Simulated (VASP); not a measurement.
Wanted: the native input for a VASP 6.6.1 run.

* Task: single point
* Functional: PBE
* Potentials or basis: VASP PAW PBE potentials, release 64 (Ir, Rh_pv)
* Cutoff: 520 eV
* k mesh: 18 × 18 × 4
* Occupations: gaussian, width 0.1 eV
* Spin: no spin polarisation
* Dipole correction: no
* Further INCAR settings: ALGO = Fast; EDIFF = 1e-06; NBANDS = 42

The structure of Ir2Rh lies in POSCAR:

```
Ir2Rh
1.0
    2.7391563842      0.0000000000      0.0000000000
   -1.3695781921      2.3721790137      0.0000000000
    0.0000000000      0.0000000000     13.2933463000
Ir Rh
4 2
Direct
    0.3333333333      0.6666666667      0.8329680000
    0.3333333333      0.6666666667      0.1670320000
    0.3333333333      0.6666666667      0.5000000000
    0.6666666667      0.3333333333      0.0000000000
    0.6666666667      0.3333333333      0.3341980000
    0.6666666667      0.3333333333      0.6658020000
```

The input as run:

INCAR

```
SYSTEM = Ir2Rh
  PREC = Accurate
  ENCUT = 520
  EDIFF = 1E-6
  ISMEAR = 0
  SIGMA = 0.1
  LREAL = .False.
  LASPH = .True.
  NELM = 100
  ALGO = Fast
  ISIF = 2
  LWAVE = .False.
  LCHARG = .False.
  GGA = PE
  NBANDS = 42
```

KPOINTS

```
regular mesh
0
Gamma
  18 18 4
  0 0 0
```

Potentials or basis: VASP PAW PBE potentials, release 64 (Ir, Rh_pv).

Run with:

```console
$ cat potpaw_PBE.64/Ir/POTCAR potpaw_PBE.64/Rh_pv/POTCAR > POTCAR
$ mpirun -np 1 vasp_std > vasp.out
```

Results of the run:

| Property | Result |
| --- | --- |
| Pressure | 0.3 GPa |
| Largest force | 0.023 eV/Å |
| Band gap on the k mesh | zero (bands 33 and 34 overlap by 2.59 eV) |

Caveat: spin-orbit coupling is left out, which moves the levels of the heavy elements.

Wall time 11 min on 1 thread of Intel Xeon 8259CL, with other jobs on the host, peak memory 0.43 GiB.
